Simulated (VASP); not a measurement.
A run of VASP 6.6.1:

Contents of INCAR:

```
ALGO = Normal
EDIFF = 1E-6
ENCUT = 520
GGA = CA
ISIF = 2
ISMEAR = -1
LASPH = True
LCHARG = False
LREAL = False
LWAVE = False
NBANDS = 20
NELM = 60
PREC = Accurate
SIGMA = 0.1
```

Contents of KPOINTS:

```
k-points
0
Gamma
  11 11 3
```

File POSCAR:

```
Te
1.0
    3.9889018023      0.0000000000      0.0000000000
   -1.9944509011      3.4544902940      0.0000000000
    0.0000000000      0.0000000000      8.5398688492
Te
4
Direct
    1.0000000000      1.0000000000      0.0000000000
    1.0000000000      0.0000000000      0.5000000000
    0.3333333333      0.6666666667      0.2500000000
    0.6666666667      0.3333333333      0.7500000000
```

Potentials or basis: VASP PAW LDA potentials, release 64 (Te).

The run is started by

```console
$ cat potpaw_LDA.64/Te/POTCAR > POTCAR
$ mpirun -np 1 vasp_std > vasp.out
```

Hardware: 1 thread of AMD EPYC 7R43 64-Core Processor (Zen 3), with other jobs on the host.

Q: How long does it take, and how much memory?

A: Wall time 52 s on 1 thread of AMD EPYC 7R43 64-Core Processor (Zen 3), on a shared host, peak memory 0.17 GiB. Counts: scf iterations 11, k points 32.
